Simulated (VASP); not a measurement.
# MgO (Cmcm) in VASP: notebook, part 2 of 2

VASP 6.6.1. Earlier steps stand in the parts before.

## Step 4: Single point, PBE (strain +0.0300 x Voigt [0, 1, 0, 0, 0, 0])

Input file INCAR:

```
PREC = Accurate ; ENCUT = 520
EDIFF = 1E-7 ; ISMEAR = 0
SIGMA = 0.05 ; LREAL = F
LASPH = T ; NELM = 100
ALGO = Normal ; ISIF = 2
LWAVE = F ; LCHARG = F
GGA = PE ; NBANDS = 16
```

Input file KPOINTS:

```
Automatic mesh
0
Gamma
  6 6 6
```

Input file POSCAR:

```
MgO
1.0
    3.4863778627      0.0000000000      0.0000000000
   -1.7431889314      3.1098705502      0.0000000000
    0.0000000000      0.0000000000      4.1780412200
Mg O
2 2
Direct
    0.6666666667      0.3333333333      0.7500000000
    0.3333333333      0.6666666667      0.2500000000
    0.6666666667      0.3333333333      0.2500000000
    0.3333333333      0.6666666667      0.7500000000
```

Potentials or basis: VASP PAW PBE potentials, release 64 (Mg, O).

Run with:

```console
$ cat potpaw_PBE.64/Mg/POTCAR potpaw_PBE.64/O/POTCAR > POTCAR
$ mpirun -np 1 vasp_std > vasp.out
```

OUTCAR:

```text
PREC = Accurate
   ENCUT = 520
   EDIFF = 1E-7
   ISMEAR = 0
   LREAL = F
   LASPH = T
   NELM = 100
   ISIF = 2
   GGA = PE

 ion  position               nearest neighbor table
   1  0.667  0.333  0.750-   4 2.03   4 2.03   4 2.07   3 2.09   3 2.09   2 2.91   2 2.91   2 2.91
                             2 2.91   2 2.94   2 2.94
   2  0.333  0.667  0.250-   3 2.03   3 2.03   3 2.07   4 2.09   4 2.09   1 2.91   1 2.91   1 2.91
                             1 2.91   1 2.94   1 2.94
   3  0.667  0.333  0.250-   2 2.03   2 2.03   2 2.07   1 2.09   1 2.09
[... 663 lines left out ...]
  --------------------------------------------------------------------------------------
  -------------------------------------------------------------------------------------
  Total        0.4545225     -0.8487680      0.6277386      0.0000000      0.0000000      0.0000000
  in kB       16.0759434    -30.0199585     22.2023997      0.0000000      0.0000000      0.0000000
  external PRESSURE =       2.7527949 kB  Pullay stress =       0.0000000 kB

 VOLUME and BASIS-vectors are now :
 -----------------------------------------------------------------------------
  energy-cutoff  :      520.00
  volume of cell :       45.30
      direct lattice vectors                 reciprocal lattice vectors
     3.486377863  0.000000000  0.000000000     0.286830642  0.160778396  0.000000000
    -1.743188931  3.109870550  0.000000000     0.000000000  0.321556793  0.000000000
     0.000000000  0.000000000  4.178041220     0.000000000  0.000000000  0.239346609

 POSITION                                       TOTAL-FORCE (eV/Angst)
 -----------------------------------------------------------------------------------
      1.74319      1.03662      3.13353         0.000000     -0.185783     -0.000000
     -0.00000      2.07325      1.04451        -0.000000      0.185783     -0.000000
      1.74319      1.03662      1.04451         0.000000     -0.221963     -0.000000
     -0.00000      2.07325      3.13353        -0.000000      0.221963      0.000000
 -----------------------------------------------------------------------------------
    total drift:                               -0.000000      0.000000     -0.000000

  FREE ENERGIE OF THE ION-ELECTRON SYSTEM (eV)
  ---------------------------------------------------
  free  energy   TOTEN  =       -23.6603312720 eV

  energy  without entropy=      -23.6603312720  energy(sigma->0) =      -23.66033127
```

OSZICAR:

```text
N       E                     dE             d eps       ncg     rms          rms(c)
DAV:   1     0.645836803164E+02    0.64584E+02   -0.76033E+03  1672   0.890E+02
DAV:   2    -0.235102939056E+02   -0.88094E+02   -0.80074E+02  2384   0.197E+02
DAV:   3    -0.276409358108E+02   -0.41306E+01   -0.41200E+01  1888   0.448E+01
DAV:   4    -0.276578854808E+02   -0.16950E-01   -0.16949E-01  2000   0.332E+00
DAV:   5    -0.276579708855E+02   -0.85405E-04   -0.85405E-04  1888   0.227E-01    0.112E+01
DAV:   6    -0.237317597437E+02    0.39262E+01   -0.10488E+01  1744   0.249E+01    0.362E+00
DAV:   7    -0.236794157061E+02    0.52344E-01   -0.15363E-01  1688   0.318E+00    0.213E+00
DAV:   8    -0.236623288974E+02    0.17087E-01   -0.10091E-01  1768   0.336E+00    0.540E-01
DAV:   9    -0.236593807283E+02    0.29482E-02   -0.80379E-03  2088   0.800E-01    0.115E-01
DAV:  10    -0.236603100721E+02   -0.92934E-03   -0.89651E-04  1680   0.218E-01    0.369E-02
DAV:  11    -0.236603319117E+02   -0.21840E-04   -0.30870E-05  1824   0.442E-02    0.215E-02
DAV:  12    -0.236603321570E+02   -0.24538E-06   -0.83483E-06  1688   0.226E-02    0.822E-03
DAV:  13    -0.236603313521E+02    0.80490E-06   -0.15604E-06  1976   0.107E-02    0.196E-03
DAV:  14    -0.236603312720E+02    0.80149E-07   -0.46500E-08  1272   0.185E-03
   1 F= -.23660331E+02 E0= -.23660331E+02  d E =-.628831E-11
```

Wall time 48 s (1 thread of Intel Xeon 8259CL, shared host); peak memory 0.18 GiB.

Results:

- Free energy: -23.6603 eV
- Pressure: 0.3 GPa
- Largest force: 0.222 eV/Å
- Band gap on the k mesh: 3.31 eV

Forces in eV/Å, atoms in the order of the input:
```
Mg   0.000 -0.186  0.000
Mg   0.000  0.186  0.000
O    0.000 -0.222  0.000
O    0.000  0.222  0.000
```

Stress tensor (GPa, compression positive):
```
 1.61  0.00  0.00
 0.00 -3.00  0.00
 0.00  0.00  2.22
```

Caveat: the cell differs from its parent crystal (strain +0.0300 x Voigt [0, 1, 0, 0, 0, 0]).

## Step 5: Single point, PBE (strain +0.0450 x Voigt [0, 1, 0, 0, 0, 0])

Input file INCAR:

```
SYSTEM = MgO
PREC = Accurate ; ENCUT = 520
EDIFF = 1E-7 ; ISMEAR = 0
SIGMA = 0.05 ; LREAL = .FALSE.
LASPH = .TRUE. ; NELM = 60
ALGO = Normal ; ISIF = 2
LWAVE = .FALSE. ; LCHARG = .FALSE.
GGA = PE ; NBANDS = 16
```

Input file KPOINTS:

```
Automatic mesh
0
G
  6 6 6
  0 0 0
```

POSCAR, as its differences from that of step 4:

```diff
@@ -3,3 +3,3 @@
     3.4863778627      0.0000000000      0.0000000000
-   -1.7431889314      3.1098705502      0.0000000000
+   -1.7431889314      3.1551599271      0.0000000000
     0.0000000000      0.0000000000      4.1780412200
```

Run with:

```console
$ cat potpaw_PBE.64/Mg/POTCAR potpaw_PBE.64/O/POTCAR > POTCAR
$ mpirun -np 1 vasp_std > vasp.out
```

Wall time 49 s (1 thread of Intel Xeon 8259CL, shared host); peak memory 0.18 GiB.

Results (log left out):

```yaml
Free_energy: -23.6429 eV
Pressure: -1.3 GPa
Largest_force: 0.295 eV/Å
Band_gap_on_the_k_mesh: 3.24 eV
```

Forces on the atoms (eV/Å):
```
Mg   0.000 -0.240  0.000
Mg   0.000  0.240  0.000
O    0.000 -0.295  0.000
O    0.000  0.295  0.000
```

Stress tensor (GPa, compression positive):
```
 0.70  0.00  0.00
 0.00 -5.71  0.00
 0.00  0.00  1.07
```

Levels at points of the mesh, in eV from the valence-band top:
| k point | band 4 | band 5 | band 6 | band 7 | band 8 | band 9 | band 10 | band 11 | band 12 | band 13 |
| --- | --- | --- | --- | --- | --- | --- | --- | --- | --- | --- |
| (0.00, 0.00, 0.00) | -1.70 | -1.60 | -0.74 | -0.64 | 0.00 | 3.24 | 9.21 | 11.86 | 12.13 | 12.50 |
| (0.50, 0.00, 0.00) | -2.31 | -2.18 | -1.78 | -1.24 | -0.43 | 6.81 | 8.69 | 9.95 | 11.67 | 12.68 |
| (0.00, 0.50, 0.00) | -2.33 | -2.11 | -1.80 | -1.15 | -0.36 | 6.93 | 8.74 | 9.90 | 11.60 | 13.03 |
| (0.00, 0.00, 0.50) | -2.33 | -1.23 | -1.23 | -1.14 | -1.14 | 6.28 | 6.28 | 12.19 | 12.19 | 12.85 |
| (0.50, 0.00, 0.50) | -3.67 | -1.48 | -1.48 | -0.72 | -0.72 | 7.19 | 7.19 | 11.59 | 11.59 | 13.56 |
| (0.00, 0.50, 0.50) | -3.73 | -1.33 | -1.33 | -0.71 | -0.71 | 7.26 | 7.26 | 11.43 | 11.43 | 14.01 |

Caveat: the cell differs from its parent crystal (strain +0.0450 x Voigt [0, 1, 0, 0, 0, 0]).

## Step 6: Single point, PBE (strain +0.0525 x Voigt [0, 1, 0, 0, 0, 0])

Input file INCAR:

```
  ALGO = Normal
  EDIFF = 1E-7
  ENCUT = 520
  GGA = PE
  ISIF = 2
  ISMEAR = 0
  LASPH = T
  LCHARG = F
  LREAL = F
  LWAVE = F
  NBANDS = 16
  NELM = 80
  PREC = Accurate
  SIGMA = 0.05
```

Input file KPOINTS:

```
k-points
0
Gamma
  6 6 6
```

POSCAR, as its differences from that of step 5:

```diff
@@ -3,3 +3,3 @@
     3.4863778627      0.0000000000      0.0000000000
-   -1.7431889314      3.1551599271      0.0000000000
+   -1.7431889314      3.1778046156      0.0000000000
     0.0000000000      0.0000000000      4.1780412200
```

Potentials or basis: VASP PAW PBE potentials, release 64 (Mg, O).

Run with:

```console
$ cat potpaw_PBE.64/Mg/POTCAR potpaw_PBE.64/O/POTCAR > POTCAR
$ mpirun -np 1 vasp_std > vasp.out
```

Wall time 57 s (1 thread of Intel Xeon 8259CL, shared host); peak memory 0.18 GiB.

It converged, with:

- Free energy: -23.6302 eV
- Pressure: -2.1 GPa
- Largest force: 0.323 eV/Å
- Band gap on the k mesh: 3.21 eV

Forces on the atoms (eV/Å):
```
Mg   0.000 -0.258  0.000
Mg   0.000  0.258  0.000
O    0.000 -0.323  0.000
O    0.000  0.323  0.000
```

Stress tensor (GPa, compression positive):
```
 0.27  0.00  0.00
 0.00 -6.94  0.00
 0.00  0.00  0.50
```

Levels at points of the mesh, in eV from the valence-band top:
| k point | band 6 | band 7 | band 8 | band 9 | band 10 | band 11 |
| --- | --- | --- | --- | --- | --- | --- |
| (0.00, 0.00, 0.00) | -0.73 | -0.61 | 0.00 | 3.21 | 9.16 | 11.76 |
| (0.50, 0.00, 0.00) | -1.75 | -1.23 | -0.42 | 6.78 | 8.62 | 9.96 |
| (0.00, 0.50, 0.00) | -1.77 | -1.13 | -0.34 | 6.92 | 8.68 | 9.91 |
| (0.00, 0.00, 0.50) | -1.22 | -1.11 | -1.11 | 6.24 | 6.24 | 12.08 |
| (0.50, 0.00, 0.50) | -1.47 | -0.70 | -0.70 | 7.17 | 7.17 | 11.52 |
| (0.00, 0.50, 0.50) | -1.30 | -0.69 | -0.69 | 7.25 | 7.25 | 11.34 |

Caveat: the cell differs from its parent crystal (strain +0.0525 x Voigt [0, 1, 0, 0, 0, 0]).

## Step 7: Summary

| cell | gap on the mesh (eV) | pressure (GPa) | largest force (eV/Å) |
| --- | --- | --- | --- |
| a = 3.486, b = 3.408, c = 4.178 Å, angles 90.0, 90.0, 120.8°, 4 atoms | 3.58 | 8.7 | 0.35 |
| a = 3.486, b = 3.447, c = 4.178 Å, angles 90.0, 90.0, 120.4°, 4 atoms | 3.51 | 6.3 | 0.16 |
| a = 3.486, b = 3.565, c = 4.178 Å, angles 90.0, 90.0, 119.3°, 4 atoms | 3.31 | 0.3 | 0.22 |
| a = 3.486, b = 3.605, c = 4.178 Å, angles 90.0, 90.0, 118.9°, 4 atoms | 3.24 | -1.3 | 0.29 |
| a = 3.486, b = 3.625, c = 4.178 Å, angles 90.0, 90.0, 118.7°, 4 atoms | 3.21 | -2.1 | 0.32 |

Alike in all rows: task single point; level PBE; potentials or basis VASP PAW PBE potentials, release 64 (Mg, O); no spin polarisation; k mesh 6 × 6 × 6; cutoff (eV) 520; smearing gaussian 0.05 eV.

Caveats: the cell stands under pressure (at least some runs).

Total energies depend on the potentials used, so only differences within one code and one set of settings carry meaning.
